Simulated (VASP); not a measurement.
# H9O4F in VASP: single point with LDA

Aim: the single point of H9O4F with LDA.

Program: VASP 6.6.1. These are calculated values, not measurements. Logs are shortened: lines on timing, memory, paths and dates and some standing lists are left out, and cuts for length are marked.

## (1) The cell of the first run

The cell holds a disordered packing, 14 atoms: a = 5.360 Å, b = 5.360 Å, c = 5.360 Å, α = 90.00°, β = 90.00°, γ = 90.00°.

## (2) Single point, LDA

Contents of INCAR:

```
SYSTEM = H9O4F
  PREC = Accurate
  ENCUT = 1010
  EDIFF = 1E-6
  ISMEAR = -1
  SIGMA = 0.05
  LREAL = .False.
  LASPH = .True.
  NELM = 120
  ALGO = Normal
  ISIF = 2
  LWAVE = .False.
  LCHARG = .False.
  NBANDS = 33
  GGA_COMPAT = .False.
```

Contents of KPOINTS:

```
regular mesh
0
Gamma
  1 1 1
  0 0 0
```

Contents of POSCAR:

```
H9O4F
1.0
    5.3601080000      0.0000000000      0.0000000000
    0.0000000000      5.3601080000      0.0000000000
    0.0000000000      0.0000000000      5.3601080000
O H F
4 9 1
Direct
    0.0984551836      0.1785961243      0.1836016428
    0.8448177045      0.2502423549      0.7840121197
    0.5746410887      0.6864572191      0.7112704001
    0.4784920135      0.9234790118      1.1151023813
    0.0012759187      0.2199152147      0.0241881858
    0.2570732319      0.0670238980      0.1418231716
    0.7872047868      0.0920446810      0.7125108342
    0.9839323390      0.3221716810      0.6691841017
    0.4296769240      0.6368985417      0.6068400723
    0.6612549650      0.5251446049      0.7452321656
    0.6290106776      1.0265145550      1.1285863234
    0.5042923794      0.8224573967      0.9550272812
    0.1388290022      0.3177510349      0.3355092665
    0.1766241851      0.4378514819      0.5236207539
```

Potentials or basis: VASP PAW LDA potentials, release 64 (O_h, H_h, F_h).

The run is started by

```console
cat potpaw_LDA.64/O_h/POTCAR potpaw_LDA.64/H_h/POTCAR potpaw_LDA.64/F_h/POTCAR > POTCAR
mpirun -np 1 vasp_gam > vasp.out
```

OUTCAR:

```text
SYSTEM = H9O4F
   PREC = Accurate
   ENCUT = 1010
   EDIFF = 1E-6
   ISMEAR = -1
   LREAL = .False.
   LASPH = .True.
   NELM = 120
   ISIF = 2

 ion  position               nearest neighbor table
   1  0.098  0.179  0.184-   5 1.02   6 1.06  13 1.13
   2  0.845  0.250  0.784-   7 0.98   8 1.04
   3  0.575  0.686  0.711-   9 0.99  10 1.00
   4  0.478  0.923  0.115-  11 0.98  12 1.02
   5  0.001  0.220  0.024-   1 1.02
   6  0.257  0.067  0.142-   1 1.06
   7  0.787  0.092  0.713-   2 0.98
   8  0.984  0.322  0.669-   2 1.04
   9  0.430  0.637  0.607-   3 0.99
  10  0.661  0.525  0.745-   3 1.00
  11  0.629  0.027  0.129-   4 0.98
  12  0.504  0.822  0.955-   4 1.02
  13  0.139  0.318  0.336-   1 1.13
  14  0.177  0.438  0.524-

  LATTYP: Found a simple cubic cell.
 ALAT       =     5.3601080000

  Lattice vectors:

 A1 = (   5.3601080000,   0.0000000000,   0.0000000000)
 A2 = (   0.0000000000,   5.3601080000,   0.0000000000)
 A3 = (   0.0000000000,   0.0000000000,   5.3601080000)

Analysis of symmetry for initial positions (statically):
=====================================================================
 Subroutine PRICEL returns:
 Original cell was already a primitive cell.

 Routine SETGRP: Setting up the symmetry group for a
 simple cubic supercell.

 Subroutine GETGRP returns: Found  1 space group operations
 (whereof  1 operations were pure point group operations)
 out of a pool of 48 trial point group operations.

The static configuration has the point symmetry C_1 .

Analysis of symmetry for dynamics (positions and initial velocities):
=====================================================================
 Subroutine PRICEL returns:
 Original cell was already a primitive cell.

 Routine SETGRP: Setting up the symmetry group for a
 simple cubic supercell.

 Subroutine GETGRP returns: Found  1 space group operations
 (whereof  1 operations were pure point group operations)
 out of a pool of 48 trial point group operations.

The dynamic configuration has the point symmetry C_1 .

 Subroutine INISYM returns: Found  1 space group operations
 (whereof  1 operations are pure point group operations),
 and found     1 'primitive' translations

----------------------------------------------------------------------------------------

                                     Primitive cell

  volume of cell :     154.0000

  direct lattice vectors                    reciprocal lattice vectors
     5.360108000  0.000000000  0.000000000     0.186563405  0.000000000  0.000000000
     0.000000000  5.360108000  0.000000000     0.000000000  0.186563405  0.000000000
     0.000000000  0.000000000  5.360108000     0.000000000  0.000000000  0.186563405

  length of vectors
     5.360108000  5.360108000  5.360108000     0.186563405  0.186563405  0.186563405

  position of ions in fractional coordinates (direct lattice)
     0.098455184  0.178596124  0.183601643
     0.844817705  0.250242355  0.784012120
     0.574641089  0.686457219  0.711270400
     0.478492014  0.923479012  0.115102381
     0.001275919  0.219915215  0.024188186
     0.257073232  0.067023898  0.141823172
     0.787204787  0.092044681  0.712510834
     0.983932339  0.322171681  0.669184102
     0.429676924  0.636898542  0.606840072
     0.661254965  0.525144605  0.745232166
     0.629010678  0.026514555  0.128586323
     0.504292379  0.822457397  0.955027281
     0.138829002  0.317751035  0.335509266
     0.176624185  0.437851482  0.523620754

  ion indices of the primitive-cell ions
   primitive index   ion index
                 1           1
                 2           2
                 3           3
                 4           4
                 5           5
                 6           6
                 7           7
                 8           8
                 9           9
                10          10
                11          11
                12          12
                13          13
                14          14

----------------------------------------------------------------------------------------

 KPOINTS: regular mesh

Automatic generation of k-mesh.
 Grid dimensions read from file:
 generate k-points for:    1    1    1

 Generating k-lattice:

  Cartesian coordinates                     Fractional coordinates (reciprocal lattice)
     0.186563405  0.000000000  0.000000000     1.000000000  0.000000000  0.000000000
     0.000000000  0.186563405  0.000000000     0.000000000  1.000000000  0.000000000
     0.000000000  0.000000000  0.186563405     0.000000000  0.000000000  1.000000000

  Length of vectors
     0.186563405  0.186563405  0.186563405

  Shift w.r.t. Gamma in fractional coordinates (k-lattice)
     0.000000000  0.000000000  0.000000000

 Subroutine IBZKPT returns following result:
 ===========================================

 Found      1 irreducible k-points:

 Following reciprocal coordinates:
            Coordinates               Weight
  0.000000  0.000000  0.000000      1.000000
   k-points           NKPTS =      1   k-points in BZ     NKDIM =      1   number of bands    NBANDS=     33
   number of dos      NEDOS =    301   number of ions     NIONS =     14
   total plane-waves  NPLWV = 175616
   dimension x,y,z NGX =    56 NGY =   56 NGZ =   56
   dimension x,y,z NGXF=   112 NGYF=  112 NGZF=  112
   ions per type =               4   9   1
   NGX,Y,Z   is equivalent  to a cutoff of  17.37, 17.37, 17.37 a.u.
   NGXF,Y,Z  is equivalent  to a cutoff of  34.74, 34.74, 34.74 a.u.
 SYSTEM =  H9O4F
   PREC   = accura    normal or accurate (medium, high low for compatibility)
   ISTART =      0    job   : 0-new  1-cont  2-samecut
   ICHARG =      2    charge: 1-file 2-atom 10-const
   ISPIN  =      1    spin polarized calculation?
   LNONCOLLINEAR =      F non collinear calculations
   LSORBIT =      F    spin-orbit coupling
   LASPH  =      T    aspherical Exc in radial PAW
   ENCUT  = 1010.0 eV  74.23 Ry    8.62 a.u.  13.89 13.89 13.89*2*pi/ulx,y,z
   NELM   =    120;   NELMIN=  2; NELMDL= -5     # of ELM steps
   EDIFF  = 0.1E-05   stopping-criterion for ELM
   LREAL  =      F    real-space projection
   EDIFFG = 0.1E-04   stopping-criterion for IOM
   NSW    =      0    number of steps for IOM
   IBRION =     -1    ionic relax: 0-MD 1-quasi-New 2-CG
   NFREE  =      0    steps in history (QN), initial steepest desc. (CG)
   ISIF   =      2    stress and relaxation
   ISYM   =      2    0-nonsym 1-usesym 2-fastsym
   POTIM  = 0.5000    time-step for ionic-motion
   TEBEG  =    0.0;   TEEND  =   0.0 temperature during run
   PSTRESS=    0.0 pullay stress
   NELECT =      40.0000    total number of electrons
   NUPDOWN=      -1.0000    fix difference up-down
   EMIN   =  10.00;   EMAX   =-10.00  energy-range for DOS
   EFERMI =   0.00;   METHOD = LEGACY
   ISMEAR =    -1;   SIGMA  =   0.05  broadening in eV -4-tet -1-fermi 0-gaus
   EFERMI_NEDOS =   21; number of points for ismear=-14 and -15
   IALGO  =     38    algorithm
   IMIX   =      4    mixing-type and parameters
     AMIX     =   0.40;   BMIX     =  1.00
     AMIX_MAG =   1.60;   BMIX_MAG =  1.00
  volume/ion in A,a.u.               =      11.00        74.23
  Fermi-wavevector in a.u.,A,eV,Ry     =   1.044531  1.973877 14.844565  1.091045
  Thomas-Fermi vector in A             =   2.179288
   LORBIT       =      0    0 simple, 1 ext, 2 COOP (PROOUT), +10 PAW based schemes
   GGA     = CA    functional components
   LHFCALC =     F    Hartree Fock is set to
   AEXX    =    0.0000 exact exchange contribution
   IVDW    =     0    specifies the selected vdW correction
   LEPSILON=     F    determine dielectric tensor
   LRPA    =     F    only Hartree local field effects (RPA)
 non-spin polarized calculation
  energy-cutoff  :     1010.00
  volume of cell :      154.00
 maximum number of plane-waves:      5538
 NGX is ok and might be reduce to    54
   NGX = 27   NGY = 27   NGZ = 27

 number of electron      39.9999999 magnetization

 Free energy of the ion-electron system (eV)
  ---------------------------------------------------
  ext. energy  EPLUGINS =         0.00000000
  ---------------------------------------------------
  free energy    TOTEN  =       -71.98886926 eV

  energy without entropy =      -71.98886926  energy(sigma->0) =      -71.98886926

 E-fermi :  -3.0505     XC(G=0):  -6.8976

 val. band max:       -4.2505001538   @ k =   0.0000   0.0000   0.0000
 cond. band min:       0.8730687759   @ k =   0.0000   0.0000   0.0000
 fundamental gap:      5.1235689297
 Fermi energy:        -3.0504657158

 k-point     1 :       0.0000    0.0000    0.0000
  band No.  band energies     occupation
      1     -24.7303      2.00000
      2     -22.5622      2.00000
      3     -22.0988      2.00000
      4     -21.8984      2.00000
      5     -21.3135      2.00000
      6     -11.0481      2.00000
[... 24 lines left out ...]
     31       8.7318      0.00000
     32       8.7403      0.00000
 [bands above 32 left out]

------------------------ aborting loop because EDIFF is reached ----------------------------------------

  FORCE on cell =-STRESS in cart. coord.  units (eV):
  Direction    XX          YY          ZZ          XY          YZ          ZX
  --------------------------------------------------------------------------------------
  -------------------------------------------------------------------------------------
  Total       -1.3942172     -1.1312118     -0.4220271     -0.8081045      0.1351622     -0.2172880
  in kB      -14.5050886    -11.7688465     -4.3906649     -8.4073182      1.4061941     -2.2606102
  external PRESSURE =     -10.2215333 kB  Pullay stress =       0.0000000 kB

 VOLUME and BASIS-vectors are now :
 -----------------------------------------------------------------------------
  energy-cutoff  :     1010.00
  volume of cell :      154.00
      direct lattice vectors                 reciprocal lattice vectors
     5.360108000  0.000000000  0.000000000     0.186563405  0.000000000  0.000000000
     0.000000000  5.360108000  0.000000000     0.000000000  0.186563405  0.000000000
     0.000000000  0.000000000  5.360108000     0.000000000  0.000000000  0.186563405

 POSITION                                       TOTAL-FORCE (eV/Angst)
 -----------------------------------------------------------------------------------
      0.52773      0.95729      0.98412         0.043459     -0.201162     -0.213970
      4.52831      1.34133      4.20239         0.089779      0.136738     -0.013829
      3.08014      3.67948      3.81249        -0.108544     -0.100038      0.047130
      2.56477      4.94995      0.61696         0.177659      0.226355      0.010464
      0.00684      1.17877      0.12965         0.006930      0.096270      0.145677
      1.37794      0.35926      0.76019         0.034550      0.043337      0.129178
      4.21950      0.49337      3.81914        -0.027521      0.011152     -0.030741
      5.27398      1.72688      3.58690        -0.001916     -0.001746      0.003414
      2.30311      3.41384      3.25273         0.019538     -0.089201      0.130020
      3.54440      2.81483      3.99452        -0.036764      0.069330     -0.018991
      3.37157      0.14212      0.68924        -0.175869     -0.100516      0.084060
      2.70306      4.40846      5.11905        -0.006198     -0.171158     -0.205027
      0.74414      1.70318      1.79837        -0.052819     -0.076381     -0.248650
      0.94672      2.34693      2.80666         0.037716      0.157020      0.181265
 -----------------------------------------------------------------------------------
    total drift:                               -0.001011      0.000484      0.001952

  FREE ENERGIE OF THE ION-ELECTRON SYSTEM (eV)
  ---------------------------------------------------
  free  energy   TOTEN  =       -71.9888692608 eV

  energy  without entropy=      -71.9888692607  energy(sigma->0) =      -71.98886926
```

Wall time 9.4 s (1 thread of Intel Xeon 6975P-C (Granite Rapids), shared host); peak memory 0.3 GiB.

Results:

- Free energy: -71.9889 eV
- Pressure: -1.0 GPa
- Largest force: 0.297 eV/Å

Forces on the atoms (eV/Å):
```
O    0.043 -0.201 -0.214
O    0.090  0.137 -0.014
O   -0.109 -0.100  0.047
O    0.178  0.226  0.010
H    0.007  0.096  0.146
H    0.035  0.043  0.129
H   -0.028  0.011 -0.031
H   -0.002 -0.002  0.003
H    0.020 -0.089  0.130
H   -0.037  0.069 -0.019
H   -0.176 -0.101  0.084
H   -0.006 -0.171 -0.205
H   -0.053 -0.076 -0.249
F    0.038  0.157  0.181
```

Levels at points of the mesh, in eV from the Fermi level:
| k point | band 18 | band 19 | band 20 | band 21 | band 22 | band 23 |
| --- | --- | --- | --- | --- | --- | --- |
| (0.00, 0.00, 0.00) | -1.83 | -1.36 | -1.20 | 3.92 | 7.76 | 8.25 |

Caveat: the k points lie up to 1.17 Å⁻¹ apart, too coarse for converged energies, forces and pressures.
